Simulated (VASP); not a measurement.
# CdSe (Fm-3m) in VASP: notebook, part 2 of 3

VASP 6.6.1. Earlier steps stand in the parts before.

## 3. Single point, r2SCAN

This run uses another cell than the first one, of 22.47 Å³/atom.

Contents of POSCAR:

```
CdSe
1.0
    0.0000000000      2.8219291918      2.8219291918
    2.8219291918      0.0000000000      2.8219291918
    2.8219291918      2.8219291918      0.0000000000
Cd Se
1 1
Direct
    0.0000000000      0.0000000000      0.0000000000
    0.5000000000      0.5000000000      0.5000000000
```

Contents of INCAR.step1:

```
SYSTEM = CdSe
PREC = Accurate
ENCUT = 550
ISMEAR = 0
SIGMA = 0.01
LREAL = .False.
LASPH = .True.
NELM = 120
NBANDS = 16
GGA = PE
ALGO = Normal
EDIFF = 1E-5
LWAVE = .True.
LCHARG = .False.
GGA_COMPAT = .False.
```

Contents of INCAR.step2:

```
SYSTEM = CdSe
PREC = Accurate
ENCUT = 550
EDIFF = 1E-6
ISMEAR = 0
SIGMA = 0.01
LREAL = .False.
LASPH = .True.
NELM = 120
ALGO = Normal
ISIF = 2
LWAVE = .False.
LCHARG = .False.
METAGGA = R2SCAN
LMIXTAU = .True.
NBANDS = 16
ISTART = 1
GGA_COMPAT = .False.
```

Contents of KPOINTS:

```
regular mesh
0
Gamma
  6 6 6
  0 0 0
```

Potentials or basis: VASP PAW PBE potentials, release 64 (Cd, Se).

Run with:

```sh
cat potpaw_PBE.64/Cd/POTCAR potpaw_PBE.64/Se/POTCAR > POTCAR
cp INCAR.step1 INCAR
mpirun -np 1 vasp_std > vasp.out
cp INCAR.step2 INCAR
mpirun -np 1 vasp_std > vasp.out
```

OUTCAR:

```text
SYSTEM = CdSe
   PREC = Accurate
   ENCUT = 550
   EDIFF = 1E-6
   ISMEAR = 0
   LREAL = .False.
   LASPH = .True.
   NELM = 120
   ISIF = 2
   METAGGA = R2SCAN
   ISTART = 1

 ion  position               nearest neighbor table
   1  0.000  0.000  0.000-   2 2.82   2 2.82   2 2.82   2 2.82   2 2.82   2 2.82
   2  0.500  0.500  0.500-   1 2.82   1 2.82   1 2.82   1 2.82   1 2.82   1 2.82

  LATTYP: Found a face centered cubic cell.
 ALAT       =     5.6438583836

  Lattice vectors:

 A1 = (   0.0000000000,   2.8219291918,   2.8219291918)
 A2 = (   2.8219291918,   0.0000000000,   2.8219291918)
 A3 = (   2.8219291918,   2.8219291918,   0.0000000000)

Analysis of symmetry for initial positions (statically):
=====================================================================
 Subroutine PRICEL returns:
 Original cell was already a primitive cell.

 Routine SETGRP: Setting up the symmetry group for a
 face centered cubic supercell.

 Subroutine GETGRP returns: Found 48 space group operations
 (whereof 48 operations were pure point group operations)
 out of a pool of 48 trial point group operations.

The static configuration has the point symmetry O_h .

Analysis of symmetry for dynamics (positions and initial velocities):
=====================================================================
 Subroutine PRICEL returns:
 Original cell was already a primitive cell.

 Routine SETGRP: Setting up the symmetry group for a
 face centered cubic supercell.

 Subroutine GETGRP returns: Found 48 space group operations
 (whereof 48 operations were pure point group operations)
 out of a pool of 48 trial point group operations.

The dynamic configuration has the point symmetry O_h .

 Subroutine INISYM returns: Found 48 space group operations
 (whereof 48 operations are pure point group operations),
 and found     1 'primitive' translations

----------------------------------------------------------------------------------------

[... 102 lines left out ...]
     AMIX     =   0.40;   BMIX     =  1.00
     AMIX_MAG =   1.60;   BMIX_MAG =  1.00
  volume/ion in A,a.u.               =      22.47       151.65
  Fermi-wavevector in a.u.,A,eV,Ry     =   1.206728  2.280386 19.812716  1.456194
  Thomas-Fermi vector in A             =   2.342387
   LORBIT       =      0    0 simple, 1 ext, 2 COOP (PROOUT), +10 PAW based schemes
   METAGGA = R2SCAN    functional components
   LHFCALC =     F    Hartree Fock is set to
   AEXX    =    0.0000 exact exchange contribution
   IVDW    =     0    specifies the selected vdW correction
   LEPSILON=     F    determine dielectric tensor
   LRPA    =     F    only Hartree local field effects (RPA)
 non-spin polarized calculation
 Gauss-broadening in eV      SIGMA  =   0.01
  energy-cutoff  :      550.00
  volume of cell :       44.94
 maximum number of plane-waves:      1363
 NGX is ok and might be reduce to    32
   NGX = 15   NGY = 15   NGZ = 15

 number of electron      18.0000003 magnetization

 Free energy of the ion-electron system (eV)
  ---------------------------------------------------
  ext. energy  EPLUGINS =         0.00000000
  ---------------------------------------------------
  free energy    TOTEN  =       -35.68610884 eV

  energy without entropy =      -35.68609234  energy(sigma->0) =      -35.68610059

 E-fermi :   2.4707     XC(G=0): -10.7835

 val. band max:        2.4520243967   @ k =   0.5000   0.0000   0.0000
 cond. band min:       2.4860453653   @ k =   0.5000   0.5000   0.0000
 fundamental gap:      0.0340209686
 Fermi energy:         2.4707060066

 k-point     1 :       0.0000    0.0000    0.0000
  band No.  band energies     occupation
      1     -11.1427      2.00000
      2      -5.8004      2.00000
      3      -5.8004      2.00000
      4      -5.7825      2.00000
      5      -5.7825      2.00000
      6      -5.7825      2.00000
[... 281 lines left out ...]
      3      -5.8460      2.00000
      4      -5.6862      2.00000
      5      -5.5701      2.00000
      6      -5.0905      2.00000
[... 8 lines left out ...]
     15      16.6658      0.00000
     16      18.2637      0.00000

------------------------ aborting loop because EDIFF is reached ----------------------------------------

  FORCE on cell =-STRESS in cart. coord.  units (eV):
  Direction    XX          YY          ZZ          XY          YZ          ZX
  --------------------------------------------------------------------------------------
  -------------------------------------------------------------------------------------
  Total        0.5809180      0.5809180      0.5809180      0.0000000      0.0000000     -0.0000000
  in kB       20.7089037     20.7089037     20.7089037      0.0000000      0.0000000     -0.0000000
  external PRESSURE =      20.7089037 kB  Pullay stress =       0.0000000 kB

 VOLUME and BASIS-vectors are now :
 -----------------------------------------------------------------------------
  energy-cutoff  :      550.00
  volume of cell :       44.94
      direct lattice vectors                 reciprocal lattice vectors
     0.000000000  2.821929192  2.821929192    -0.177183751  0.177183751  0.177183751
     2.821929192  0.000000000  2.821929192     0.177183751 -0.177183751  0.177183751
     2.821929192  2.821929192  0.000000000     0.177183751  0.177183751 -0.177183751

 POSITION                                       TOTAL-FORCE (eV/Angst)
 -----------------------------------------------------------------------------------
      0.00000      0.00000      0.00000        -0.000000     -0.000000     -0.000000
      2.82193      2.82193      2.82193         0.000000      0.000000      0.000000
 -----------------------------------------------------------------------------------
    total drift:                                0.000000     -0.000000     -0.000000

  FREE ENERGIE OF THE ION-ELECTRON SYSTEM (eV)
  ---------------------------------------------------
  free  energy   TOTEN  =       -35.6861088359 eV

  energy  without entropy=      -35.6860923419  energy(sigma->0) =      -35.68610059
```

OSZICAR.step1:

```text
N       E                     dE             d eps       ncg     rms          rms(c)
DAV:   1     0.105122168318E+03    0.10512E+03   -0.94205E+03   536   0.108E+03
DAV:   2    -0.188456999072E+01   -0.10701E+03   -0.10051E+03   592   0.256E+02
DAV:   3    -0.557418500902E+01   -0.36896E+01   -0.36836E+01   632   0.485E+01
DAV:   4    -0.558540758230E+01   -0.11223E-01   -0.11222E-01   608   0.270E+00
DAV:   5    -0.558545508886E+01   -0.47507E-04   -0.47506E-04   656   0.153E-01    0.601E+00
DAV:   6    -0.519404889563E+01    0.39141E+00   -0.57680E-01   656   0.932E+00    0.496E+00
DAV:   7    -0.517038853616E+01    0.23660E-01   -0.12067E-01   592   0.248E+00    0.233E+00
DAV:   8    -0.517012717445E+01    0.26136E-03   -0.12958E-02   576   0.134E+00    0.206E-01
DAV:   9    -0.517006907780E+01    0.58097E-04   -0.11723E-03   632   0.419E-01    0.577E-02
DAV:  10    -0.517008420706E+01   -0.15129E-04   -0.11062E-04   600   0.147E-01    0.360E-02
DAV:  11    -0.517009564837E+01   -0.11441E-04   -0.15839E-05   568   0.385E-02    0.112E-02
DAV:  12    -0.517009584435E+01   -0.19598E-06   -0.98579E-07   280   0.134E-02
   1 F= -.51700958E+01 E0= -.51699592E+01  d E =-.273248E-03
```

Wall time 37 s (1 thread of AMD EPYC 9R45 (Zen 5), shared host); peak memory 0.16 GiB.

Results:

* Free energy: -35.6861 eV
* Pressure: 2.1 GPa
* Band gap on the k mesh: 0.03 eV (least direct gap 1.63 eV)

Levels at points of the mesh, in eV from the valence-band top:
```
           k point  band 5  band 6  band 7  band 8  band 9  band 10  band 11  band 12  band 13  band 14
(0.00, 0.00, 0.00)   -8.23   -8.23   -0.65   -0.65   -0.65     0.98     9.25     9.25     9.25    10.88
(0.50, 0.00, 0.00)   -8.08   -8.08   -5.18    0.00    0.00     3.61     5.84     5.84     7.01    12.27
(0.50, 0.50, 0.00)   -8.02   -7.41   -4.43   -2.23   -2.23     0.03     5.86    11.00    11.63    11.63
```

Caveat: the PAW data sets were made with another functional, which shifts forces and pressure a little. A k mesh can miss the band edges.

## 4. Single point, r2SCAN

This run uses another cell than the first one, of 23.10 Å³/atom.

Contents of POSCAR:

```
CdSe
1.0
    0.0000000000      2.8481812034      2.8481812034
    2.8481812034      0.0000000000      2.8481812034
    2.8481812034      2.8481812034      0.0000000000
Cd Se
1 1
Direct
    0.0000000000      0.0000000000      0.0000000000
    0.5000000000      0.5000000000      0.5000000000
```

Contents of INCAR.step1:

```
PREC = Accurate
ENCUT = 550
ISMEAR = 0
SIGMA = 0.01
LREAL = F
LASPH = T
NELM = 120
NBANDS = 16
GGA = PE
ALGO = Normal
EDIFF = 1E-5
LWAVE = T
LCHARG = F
GGA_COMPAT = F
```

Contents of INCAR.step2:

```
PREC = Accurate
ENCUT = 550
EDIFF = 1E-6
ISMEAR = 0
SIGMA = 0.01
LREAL = F
LASPH = T
NELM = 120
ALGO = Normal
ISIF = 2
LWAVE = F
LCHARG = F
METAGGA = R2SCAN
LMIXTAU = T
NBANDS = 16
ISTART = 1
GGA_COMPAT = F
```

Contents of KPOINTS:

```
Automatic mesh
0
Gamma
  6 6 6
```

Potentials or basis: VASP PAW PBE potentials, release 64 (Cd, Se).

Run with:

```sh
cat potpaw_PBE.64/Cd/POTCAR potpaw_PBE.64/Se/POTCAR > POTCAR
cp INCAR.step1 INCAR
mpirun -np 1 vasp_std > vasp.out
cp INCAR.step2 INCAR
mpirun -np 1 vasp_std > vasp.out
```

OUTCAR:

```text
PREC = Accurate
   ENCUT = 550
   EDIFF = 1E-6
   ISMEAR = 0
   LREAL = F
   LASPH = T
   NELM = 120
   ISIF = 2
   METAGGA = R2SCAN
   ISTART = 1

 ion  position               nearest neighbor table
   1  0.000  0.000  0.000-   2 2.85   2 2.85   2 2.85   2 2.85   2 2.85   2 2.85
   2  0.500  0.500  0.500-   1 2.85   1 2.85   1 2.85   1 2.85   1 2.85   1 2.85

  LATTYP: Found a face centered cubic cell.
 ALAT       =     5.6963624068

  Lattice vectors:
[... 479 lines left out ...]
     16      17.8973      0.00000

------------------------ aborting loop because EDIFF is reached ----------------------------------------

  FORCE on cell =-STRESS in cart. coord.  units (eV):
  Direction    XX          YY          ZZ          XY          YZ          ZX
  --------------------------------------------------------------------------------------
  -------------------------------------------------------------------------------------
  Total       -0.0019016     -0.0019016     -0.0019016     -0.0000000      0.0000000     -0.0000000
  in kB       -0.0659327     -0.0659327     -0.0659327     -0.0000000      0.0000000     -0.0000000
  external PRESSURE =      -0.0659327 kB  Pullay stress =       0.0000000 kB

 VOLUME and BASIS-vectors are now :
 -----------------------------------------------------------------------------
  energy-cutoff  :      550.00
  volume of cell :       46.21
      direct lattice vectors                 reciprocal lattice vectors
     0.000000000  2.848181203  2.848181203    -0.175550628  0.175550628  0.175550628
     2.848181203  0.000000000  2.848181203     0.175550628 -0.175550628  0.175550628
     2.848181203  2.848181203  0.000000000     0.175550628  0.175550628 -0.175550628

 POSITION                                       TOTAL-FORCE (eV/Angst)
 -----------------------------------------------------------------------------------
      0.00000      0.00000      0.00000         0.000000      0.000000      0.000000
      2.84818      2.84818      2.84818        -0.000000     -0.000000     -0.000000
 -----------------------------------------------------------------------------------
    total drift:                                0.000000     -0.000000     -0.000000

  FREE ENERGIE OF THE ION-ELECTRON SYSTEM (eV)
  ---------------------------------------------------
  free  energy   TOTEN  =       -35.6943239987 eV

  energy  without entropy=      -35.6943136290  energy(sigma->0) =      -35.69431881
```

OUTCAR.step1:

```text
PREC = Accurate
   ENCUT = 550
   ISMEAR = 0
   LREAL = F
   LASPH = T
[... 513 lines left out ...]
 -----------------------------------------------------------------------------------
      0.00000      0.00000      0.00000        -0.000000      0.000000      0.000000
      2.84818      2.84818      2.84818         0.000000     -0.000000     -0.000000
 -----------------------------------------------------------------------------------
    total drift:                                0.000000     -0.000000     -0.000000

  FREE ENERGIE OF THE ION-ELECTRON SYSTEM (eV)
  ---------------------------------------------------
  free  energy   TOTEN  =        -5.1918032224 eV

  energy  without entropy=       -5.1914991172  energy(sigma->0) =       -5.19165117
```

OSZICAR.step1:

```text
N       E                     dE             d eps       ncg     rms          rms(c)
DAV:   1     0.111745646493E+03    0.11175E+03   -0.94537E+03   520   0.110E+03
DAV:   2    -0.152508231478E+01   -0.11327E+03   -0.10556E+03   624   0.256E+02
DAV:   3    -0.560130116889E+01   -0.40762E+01   -0.40711E+01   608   0.500E+01
DAV:   4    -0.561404342626E+01   -0.12742E-01   -0.12742E-01   664   0.287E+00
DAV:   5    -0.561409832848E+01   -0.54902E-04   -0.54902E-04   592   0.161E-01    0.564E+00
DAV:   6    -0.521526120438E+01    0.39884E+00   -0.59359E-01   672   0.915E+00    0.471E+00
DAV:   7    -0.519221981271E+01    0.23041E-01   -0.11618E-01   576   0.243E+00    0.224E+00
DAV:   8    -0.519181373233E+01    0.40608E-03   -0.12306E-02   576   0.129E+00    0.198E-01
DAV:   9    -0.519177295155E+01    0.40781E-04   -0.10996E-03   640   0.396E-01    0.519E-02
DAV:  10    -0.519179135148E+01   -0.18400E-04   -0.10702E-04   600   0.141E-01    0.377E-02
DAV:  11    -0.519180303695E+01   -0.11685E-04   -0.16220E-05   592   0.381E-02    0.120E-02
DAV:  12    -0.519180322243E+01   -0.18548E-06   -0.88566E-07   304   0.121E-02
   1 F= -.51918032E+01 E0= -.51916512E+01  d E =-.304105E-03
```

Wall time 38 s (1 thread of AMD EPYC 9R45 (Zen 5), shared host); peak memory 0.16 GiB.

What came out:

- Free energy: -35.6943 eV
- Pressure: 0.0 GPa
- Band gap on the k mesh: 0.04 eV (least direct gap 1.45 eV)

Levels at points of the mesh, in eV from the valence-band top:
```csv
k point,band 5,band 6,band 7,band 8,band 9,band 10,band 11,band 12,band 13,band 14
"(0.00, 0.00, 0.00)",-8.18,-8.18,-0.61,-0.61,-0.61,0.85,9.22,9.22,9.22,10.76
"(0.50, 0.00, 0.00)",-8.04,-8.04,-5.04,-0.01,-0.01,3.62,5.85,5.85,6.78,12.13
"(0.50, 0.50, 0.00)",-7.99,-7.42,-4.24,-2.12,-2.12,0.04,5.89,10.78,11.41,11.41
```

Caveat: the PAW data sets were made with another functional, which shifts forces and pressure a little.

## 5. Single point, r2SCAN

This run uses another cell than the first one, of 24.37 Å³/atom.

Contents of POSCAR:

```
CdSe
1.0
    0.0000000000      2.8992805206      2.8992805206
    2.8992805206      0.0000000000      2.8992805206
    2.8992805206      2.8992805206      0.0000000000
Cd Se
1 1
Direct
    0.0000000000      0.0000000000      0.0000000000
    0.5000000000      0.5000000000      0.5000000000
```

Contents of INCAR.step1:

```
PREC = Accurate
ENCUT = 550
ISMEAR = 0
SIGMA = 0.01
LREAL = False
LASPH = True
NELM = 120
NBANDS = 16
GGA = PE
ALGO = Normal
EDIFF = 1E-5
LWAVE = True
LCHARG = False
GGA_COMPAT = False
```

Contents of INCAR.step2:

```
PREC = Accurate
ENCUT = 550
EDIFF = 1E-6
ISMEAR = 0
SIGMA = 0.01
LREAL = False
LASPH = True
NELM = 120
ALGO = Normal
ISIF = 2
LWAVE = False
LCHARG = False
METAGGA = R2SCAN
LMIXTAU = True
NBANDS = 16
ISTART = 1
GGA_COMPAT = False
```

KPOINTS is that of step 4.

Run with:

```sh
cat potpaw_PBE.64/Cd/POTCAR potpaw_PBE.64/Se/POTCAR > POTCAR
cp INCAR.step1 INCAR
mpirun -np 1 vasp_std > vasp.out
cp INCAR.step2 INCAR
mpirun -np 1 vasp_std > vasp.out
```

It took 39 s on 1 thread of AMD EPYC 9R45 (Zen 5), shared host; peak memory 0.16 GiB.

The run converged. Its results:

```yaml
Free_energy: -35.6674 eV
Pressure: -3.3 GPa
Band_gap_on_the_k_mesh: 0.03 eV (least direct gap 1.14 eV)
```

Levels at points of the mesh, in eV from the valence-band top:
```tsv
k point	band 6	band 7	band 8	band 9	band 10	band 11	band 12	band 13
(0.00, 0.00, 0.00)	-8.11	-0.53	-0.53	-0.53	0.61	9.17	9.17	9.17
(0.50, 0.00, 0.00)	-7.98	-4.77	-0.02	-0.02	3.63	5.85	5.85	6.33
(0.50, 0.50, 0.00)	-7.46	-3.91	-1.93	-1.93	0.03	5.95	10.36	10.99
```

Caveat: the cell stands under tension; the PAW data sets were made with another functional, which shifts forces and pressure a little. A k mesh can miss the band edges.

## 6. Single point, r2SCAN

This run uses another cell than the first one, of 25.00 Å³/atom.

Contents of POSCAR:

```
CdSe
1.0
    0.0000000000      2.9241682660      2.9241682660
    2.9241682660      0.0000000000      2.9241682660
    2.9241682660      2.9241682660      0.0000000000
Cd Se
1 1
Direct
    0.0000000000      0.0000000000      0.0000000000
    0.5000000000      0.5000000000      0.5000000000
```

Contents of INCAR.step1:

```
ALGO = Normal
EDIFF = 1E-5
ENCUT = 550
GGA = PE
GGA_COMPAT = False
ISMEAR = 0
LASPH = True
LCHARG = False
LREAL = False
LWAVE = True
NBANDS = 16
NELM = 120
PREC = Accurate
SIGMA = 0.01
```

Contents of INCAR.step2:

```
ALGO = Normal
EDIFF = 1E-6
ENCUT = 550
GGA_COMPAT = False
ISIF = 2
ISMEAR = 0
ISTART = 1
LASPH = True
LCHARG = False
LMIXTAU = True
LREAL = False
LWAVE = False
METAGGA = R2SCAN
NBANDS = 16
NELM = 120
PREC = Accurate
SIGMA = 0.01
```

Contents of KPOINTS:

```
k-points
0
Gamma
  6 6 6
```

Potentials or basis: VASP PAW PBE potentials, release 64 (Cd, Se).

Run with:

```sh
cat potpaw_PBE.64/Cd/POTCAR potpaw_PBE.64/Se/POTCAR > POTCAR
cp INCAR.step1 INCAR
mpirun -np 1 vasp_std > vasp.out
cp INCAR.step2 INCAR
mpirun -np 1 vasp_std > vasp.out
```

Wall time 41 s (1 thread of AMD EPYC 9R45 (Zen 5), shared host); peak memory 0.16 GiB.

It converged, with:

```yaml
Free_energy: -35.6364 eV
Pressure: -4.6 GPa
Band_gap_on_the_k_mesh: 0.03 eV (least direct gap 1.00 eV)
```

Levels at points of the mesh, in eV from the valence-band top:
| k point | band 5 | band 6 | band 7 | band 8 | band 9 | band 10 | band 11 | band 12 | band 13 | band 14 |
| --- | --- | --- | --- | --- | --- | --- | --- | --- | --- | --- |
| (0.00, 0.00, 0.00) | -8.08 | -8.08 | -0.49 | -0.49 | -0.49 | 0.51 | 9.14 | 9.14 | 9.14 | 10.30 |
| (0.50, 0.00, 0.00) | -7.96 | -7.96 | -4.64 | -0.03 | -0.03 | 3.63 | 5.84 | 5.84 | 6.13 | 11.75 |
| (0.50, 0.50, 0.00) | -7.92 | -7.48 | -3.76 | -1.84 | -1.84 | 0.03 | 5.97 | 10.16 | 10.79 | 10.79 |

Caveat: the cell stands under tension; the PAW data sets were made with another functional, which shifts forces and pressure a little.

(Part 2 of 3 ends here.)
